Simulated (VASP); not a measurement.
Runs of VASP 6.6.1 on SnO. The structure is that of space group Cmme (No. 67), or close to it. The cells are those of the table. 

| task | cell | gap on the mesh (eV) | pressure (GPa) | largest force (eV/Å) |
| --- | --- | --- | --- | --- |
| single point | a = 3.873, b = 3.873, c = 11.338 Å, angles 90.0, 90.0, 97.7°, 8 atoms | 1.09 | 0.1 | 0.07 |
| single point | a = 3.721, b = 3.721, c = 10.893 Å, angles 90.0, 90.0, 97.7°, 8 atoms | 0.21 | 5.3 | 0.10 |
| single point | a = 3.799, b = 3.799, c = 11.009 Å, angles 90.0, 90.0, 97.7°, 8 atoms | 0.60 | (b) | 0.08 |
| single point | a = 3.849, b = 3.849, c = 11.266 Å, angles 90.0, 90.0, 97.7°, 8 atoms | 0.96 | (a) | 0.09 |
| single point | a = 3.799, b = 3.799, c = 11.231 Å, angles 90.0, 90.0, 97.7°, 8 atoms | 0.78 | 2.2 | 0.08 |
| single point | a = 3.799, b = 3.799, c = 11.454 Å, angles 90.0, 90.0, 97.7°, 8 atoms | 0.95 | 2.1 | 0.10 |
| relaxation of the atoms | atoms relaxed from a = 3.721, b = 3.721, c = 10.893 Å, angles 90.0, 90.0, 97.7°, 8 atoms | 0.18 | 4.9 | 0.01 |
| single point | a = 3.773, b = 3.773, c = 11.045 Å, angles 90.0, 90.0, 97.7°, 8 atoms | 0.54 | 3.2 | 0.09 |
| single point | a = 3.799, b = 3.799, c = 10.898 Å, angles 90.0, 90.0, 97.7°, 8 atoms | 0.51 | 2.5 | 0.09 |

Alike in all rows: level PBE; potentials or basis VASP PAW PBE potentials, release 64 (Sn_d, O); no spin polarisation; k mesh 8 × 8 × 3; cutoff (eV) 520; smearing fermi-dirac 0.02 eV.

Estimate the missing entries.

(a) 0.7; (b) 2.4.

Caveats: spin-orbit coupling is left out, which moves the levels of the heavy elements.

A k mesh can miss the band edges, and the runs leave out spin-orbit coupling on Sn.
